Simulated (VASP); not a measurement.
# Al3BiO3 (Cm) in VASP: a series of runs

Runs on Al3BiO3. Level: PBE. Tasks: single point, relaxation of cell and atoms.

All numbers are computed with VASP 6.6.1; they aren't measurements. Logs are shortened: lines on timing, memory, paths and dates and some standing lists are left out, and cuts for length are marked.

### 1 The cell of the first run

The structure is monoclinic, space group Cm (No. 8). The conventional cell has a = 6.240 Å, b = 7.348 Å, c = 5.112 Å, α = 90.00°, β = 113.36°, γ = 90.00°. Within 2.4 Å of Al (site symmetry m) lie 3 O at 1.84 to 1.85 Å. Within 2.5 Å of Al (site symmetry 1) lie 3 O at 1.86 to 1.87 Å. Within 3.6 Å of Bi (site symmetry m) lie 5 Al at 2.76 to 3.52 Å and 6 O at 2.98 to 3.38 Å. O (site symmetry 1) has 3 Al at 1.85 to 1.87 Å within 2.5 Å. O (site symmetry m) has 3 Al at 1.84 to 1.86 Å within 2.4 Å.

### 2 Single point, PBE

INCAR reads:

```
PREC = Accurate
ENCUT = 520
EDIFF = 1E-6
ISMEAR = 0
SIGMA = 0.15
LREAL = False
LASPH = True
NELM = 80
ALGO = Normal
ISIF = 2
LWAVE = False
LCHARG = True
GGA = PE
LELF = True
LVHAR = True
NBANDS = 30
```

KPOINTS reads:

```
regular mesh
0
Gamma
  3 3 3
```

POSCAR reads:

```
Al3BiO3
1.0
    3.1030070786     -3.6740340860      0.3246745556
    3.1030070786      3.6740340860      0.3246745556
   -2.5041353875      0.0000000000      4.4564198122
Al Bi O
3 1 3
Direct
    0.6099284365      0.6099284365      0.1027662084
    0.7593226365      0.3075823358      0.5468271026
    0.3075823358      0.7593226365      0.5468271026
    0.1312455887      0.1312455887     -0.0546775366
    0.5364560977      0.9191515530      0.3537983917
    0.9191515530      0.5364560977      0.3537983917
    0.5621734017      0.5621734017      0.7227684097
```

Potentials or basis: VASP PAW PBE potentials, release 64 (Al, Bi_d, O).

Command:

```bash
$ cat potpaw_PBE.64/Al/POTCAR potpaw_PBE.64/Bi_d/POTCAR potpaw_PBE.64/O/POTCAR > POTCAR
$ mpirun -np 1 vasp_std > vasp.out
```

OUTCAR:

```text
PREC = Accurate
   ENCUT = 520
   EDIFF = 1E-6
   ISMEAR = 0
   LREAL = False
   LASPH = True
   NELM = 80
   ISIF = 2
   GGA = PE

 ion  position               nearest neighbor table
   1  0.610  0.610  0.103-   7 1.84   6 1.85   5 1.85   4 2.77   2 3.00   3 3.00   2 3.16   3 3.16

   2  0.759  0.308  0.547-   6 1.86   7 1.86   5 1.87   4 2.76   1 3.00   3 3.14   3 3.14   1 3.16
                             3 3.32   4 3.52
   3  0.308  0.759  0.547-   5 1.86   7 1.86   6 1.87   4 2.76   1 3.00   2 3.14   2 3.14   1 3.16
                             2 3.32   4 3.52
   4  0.131  0.131  0.945-   2 2.76   3 2.76   1 2.77   3 3.52   2 3.52
   5  0.536  0.919  0.354-   1 1.85   3 1.86   2 1.87
   6  0.919  0.536  0.354-   1 1.85   2 1.86   3 1.87
   7  0.562  0.562  0.723-   1 1.84   2 1.86   3 1.86

  LATTYP: Found a base centered monoclinic cell.
 ALAT       =     6.2398931071
 B/A-ratio  =     1.1775952001
 C/A-ratio  =     0.8192107502
 COS(beta)  =    -0.3964925975

  Lattice vectors:

 A1 = (   3.1030070786,  -3.6740340860,   0.3246745556)
 A2 = (   3.1030070786,   3.6740340860,   0.3246745556)
 A3 = (  -2.5041353875,   0.0000000000,   4.4564198122)

Analysis of symmetry for initial positions (statically):
=====================================================================
 Subroutine PRICEL returns:
 Original cell was already a primitive cell.

 Routine SETGRP: Setting up the symmetry group for a
 base centered monoclinic supercell.

 Subroutine GETGRP returns: Found  2 space group operations
 (whereof  2 operations were pure point group operations)
 out of a pool of  4 trial point group operations.

The static configuration has the point symmetry C_1h.

Analysis of symmetry for dynamics (positions and initial velocities):
=====================================================================
 Subroutine PRICEL returns:
 Original cell was already a primitive cell.

 Routine SETGRP: Setting up the symmetry group for a
 base centered monoclinic supercell.

 Subroutine GETGRP returns: Found  2 space group operations
 (whereof  2 operations were pure point group operations)
 out of a pool of  4 trial point group operations.

The dynamic configuration has the point symmetry C_1h.

 Subroutine INISYM returns: Found  2 space group operations
 (whereof  2 operations are pure point group operations),
 and found     1 'primitive' translations

[... 93 lines left out ...]
   IBRION =     -1    ionic relax: 0-MD 1-quasi-New 2-CG
   NFREE  =      0    steps in history (QN), initial steepest desc. (CG)
   ISIF   =      2    stress and relaxation
   ISYM   =      2    0-nonsym 1-usesym 2-fastsym
   POTIM  = 0.5000    time-step for ionic-motion
   TEBEG  =    0.0;   TEEND  =   0.0 temperature during run
   PSTRESS=    0.0 pullay stress
   NELECT =      42.0000    total number of electrons
   NUPDOWN=      -1.0000    fix difference up-down
   EMIN   =  10.00;   EMAX   =-10.00  energy-range for DOS
   EFERMI =   0.00;   METHOD = LEGACY
   ISMEAR =     0;   SIGMA  =   0.15  broadening in eV -4-tet -1-fermi 0-gaus
   EFERMI_NEDOS =   21; number of points for ismear=-14 and -15
   IALGO  =     38    algorithm
   IMIX   =      4    mixing-type and parameters
     AMIX     =   0.40;   BMIX     =  1.00
     AMIX_MAG =   1.60;   BMIX_MAG =  1.00
  volume/ion in A,a.u.               =      15.37       103.72
  Fermi-wavevector in a.u.,A,eV,Ry     =   1.196483  2.261026 19.477727  1.431573
  Thomas-Fermi vector in A             =   2.332423
   LORBIT       =      0    0 simple, 1 ext, 2 COOP (PROOUT), +10 PAW based schemes
   GGA     = PE    functional components
   LHFCALC =     F    Hartree Fock is set to
   AEXX    =    0.0000 exact exchange contribution
   IVDW    =     0    specifies the selected vdW correction
   LEPSILON=     F    determine dielectric tensor
   LRPA    =     F    only Hartree local field effects (RPA)
 non-spin polarized calculation
 Gauss-broadening in eV      SIGMA  =   0.15
  energy-cutoff  :      520.00
  volume of cell :      107.59
 maximum number of plane-waves:      2910
   NGX = 17   NGY = 17   NGZ = 19

 number of electron      41.9999995 magnetization

 Free energy of the ion-electron system (eV)
  ---------------------------------------------------
  ext. energy  EPLUGINS =         0.00000000
  ---------------------------------------------------
  free energy    TOTEN  =       -42.95161170 eV

  energy without entropy =      -42.95161098  energy(sigma->0) =      -42.95161134

 E-fermi :   6.6358     XC(G=0):  -9.9995

 val. band max:        6.1511163490   @ k =   0.3333  -0.0000   0.0000
 cond. band min:       7.0884720964   @ k =   0.0000   0.0000   0.0000
 fundamental gap:      0.9373557474
 Fermi energy:         6.6358108436

 k-point     1 :       0.0000    0.0000    0.0000
  band No.  band energies     occupation
      1     -15.0833      2.00000
      2     -15.0557      2.00000
      3     -15.0376      2.00000
      4     -15.0129      2.00000
      5     -14.9997      2.00000
      6     -14.1569      2.00000
[... 319 lines left out ...]
     29      13.6110      0.00000
     30      14.2003      0.00000

------------------------ aborting loop because EDIFF is reached ----------------------------------------

  FORCE on cell =-STRESS in cart. coord.  units (eV):
  Direction    XX          YY          ZZ          XY          YZ          ZX
  --------------------------------------------------------------------------------------
  -------------------------------------------------------------------------------------
  Total       -0.2844218      0.1493456      0.0276132      0.0000000      0.0000000      0.1965087
  in kB       -4.2356466      2.2240741      0.4112195      0.0000000      0.0000000      2.9264335
  external PRESSURE =      -0.5334510 kB  Pullay stress =       0.0000000 kB

 VOLUME and BASIS-vectors are now :
 -----------------------------------------------------------------------------
  energy-cutoff  :      520.00
  volume of cell :      107.59
      direct lattice vectors                 reciprocal lattice vectors
     3.103007079 -3.674034086  0.324674556     0.152186291 -0.136090191  0.085515973
     3.103007079  3.674034086  0.324674556     0.152186291  0.136090191  0.085515973
    -2.504135387  0.000000000  4.456419812    -0.022175207  0.000000000  0.211934763

 POSITION                                       TOTAL-FORCE (eV/Angst)
 -----------------------------------------------------------------------------------
      3.52788      0.00000      0.85403        -0.030402     -0.000000     -0.005341
      1.94128     -1.65971      2.78329        -0.014069      0.013740      0.016525
      1.94128      1.65971      2.78329        -0.014069     -0.013740      0.016525
     -1.55270      0.00000      4.29798         0.071836     -0.000000      0.065418
      3.63080      1.40604      2.04927        -0.003793     -0.004792     -0.028917
      3.63080     -1.40604      2.04927        -0.003793      0.004792     -0.028917
      1.67895      0.00000      3.58601        -0.005709     -0.000000     -0.035293
 -----------------------------------------------------------------------------------
    total drift:                               -0.000144      0.000000     -0.000524

  FREE ENERGIE OF THE ION-ELECTRON SYSTEM (eV)
  ---------------------------------------------------
  free  energy   TOTEN  =       -42.9516116992 eV

  energy  without entropy=      -42.9516109809  energy(sigma->0) =      -42.95161134
```

OSZICAR:

```text
N       E                     dE             d eps       ncg     rms          rms(c)
DAV:   1     0.357496168855E+03    0.35750E+03   -0.20132E+04   600   0.141E+03
DAV:   2    -0.461999354041E+01   -0.36212E+03   -0.34355E+03   636   0.367E+02
DAV:   3    -0.469602918921E+02   -0.42340E+02   -0.41797E+02   706   0.133E+02
DAV:   4    -0.485049757036E+02   -0.15447E+01   -0.15401E+01   754   0.273E+01
DAV:   5    -0.485502647062E+02   -0.45289E-01   -0.45284E-01   772   0.471E+00    0.141E+01
DAV:   6    -0.429618027645E+02    0.55885E+01   -0.23928E+01   692   0.270E+01    0.513E+00
DAV:   7    -0.429784946448E+02   -0.16692E-01   -0.13127E+00   660   0.612E+00    0.288E+00
DAV:   8    -0.429602825713E+02    0.18212E-01   -0.28048E-01   772   0.351E+00    0.730E-01
DAV:   9    -0.429508207655E+02    0.94618E-02   -0.60604E-02   776   0.169E+00    0.267E-01
DAV:  10    -0.429517356449E+02   -0.91488E-03   -0.58931E-03   680   0.420E-01    0.150E-01
DAV:  11    -0.429516097912E+02    0.12585E-03   -0.16445E-03   796   0.292E-01    0.444E-02
DAV:  12    -0.429516110763E+02   -0.12851E-05   -0.14587E-04   684   0.742E-02    0.746E-03
DAV:  13    -0.429516116992E+02   -0.62287E-06   -0.56201E-06   658   0.169E-02
   1 F= -.42951612E+02 E0= -.42951611E+02  d E =-.718290E-06
```

stdout:

```text
POSCAR found type information on POSCAR AlBiO
 POSCAR found :  3 types and       7 ions
 scaLAPACK will be used
 LDA part: xc-table for (Slater+PW92), standard interpolation
 POSCAR, INCAR and KPOINTS ok, starting setup
 FFT: planning ... GRIDC
 FFT: planning ... GRID_SOFT
 FFT: planning ... GRID
 WAVECAR not read
 entering main loop
```

Run time: 29 s. Hardware: 1 thread of Intel Xeon Platinum 8488C (Sapphire Rapids), shared host; peak memory 0.22 GiB.

What came out:

```
Free energy            : -42.9516 eV
Pressure               : -0.1 GPa
Largest force          : 0.097 eV/Å
Band gap on the k mesh : 0.94 eV, indirect (least direct gap 1.00 eV)
```

Forces on the atoms (eV/Å):
```
Al  -0.030  0.000 -0.005
Al  -0.014  0.014  0.017
Al  -0.014 -0.014  0.017
Bi   0.072  0.000  0.065
O   -0.004 -0.005 -0.029
O   -0.004  0.005 -0.029
O   -0.006  0.000 -0.035
```

Levels at points of the mesh, in eV from the valence-band top:
| k point | band 18 | band 19 | band 20 | band 21 | band 22 | band 23 | band 24 | band 25 |
| --- | --- | --- | --- | --- | --- | --- | --- | --- |
| (0.00, 0.00, 0.00) | -4.18 | -0.75 | -0.19 | -0.07 | 0.94 | 2.94 | 3.17 | 5.02 |

Caveat: the k points lie up to 0.46 Å⁻¹ apart; spin-orbit coupling is left out, which moves the levels of the heavy elements.

(Part 1 of 2 ends here.)
